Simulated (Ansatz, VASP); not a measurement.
**Two plane-wave programs on KYSe2**

```xyz
4
Lattice="4.3818 0.0000 0.0000 0.0000 4.3818 0.0000 0.0000 0.0000 5.9462" Properties=species:S:1:pos:R:3 pbc="T T T"
K     0.0000    0.0000    0.0000
Se    0.0000    0.0000    2.9731
Se    2.1909    2.1909    0.0000
Y     2.1909    2.1909    2.9731
```

Alike in both runs: task single point; functional PBE; k mesh 6 × 6 × 4; no spin polarisation.

|  | VASP | Ansatz |
| --- | --- | --- |
| version | VASP 6.6.1 | Ansatz 0.2.0 |
| potentials or method | VASP PAW PBE potentials, release 64 (K_sv, Se, Y_sv) | plane waves, PAW |
| plane-wave cutoff (eV) | 520 | 420 |
| occupations | gaussian, width 0.01 eV | fixed |
| valence electrons in the cell | 32 | 52 |

```tsv
	VASP	Ansatz	Ansatz less VASP
gap on the k mesh at the Fermi level (eV)	0.26	0.26	+0.004
pressure (GPa)	-1.2	-1.3	-0.10
```

VASP's potentials hold 32 valence electrons a cell and Ansatz's 52, so a difference there can come from the potentials and not from the codes.
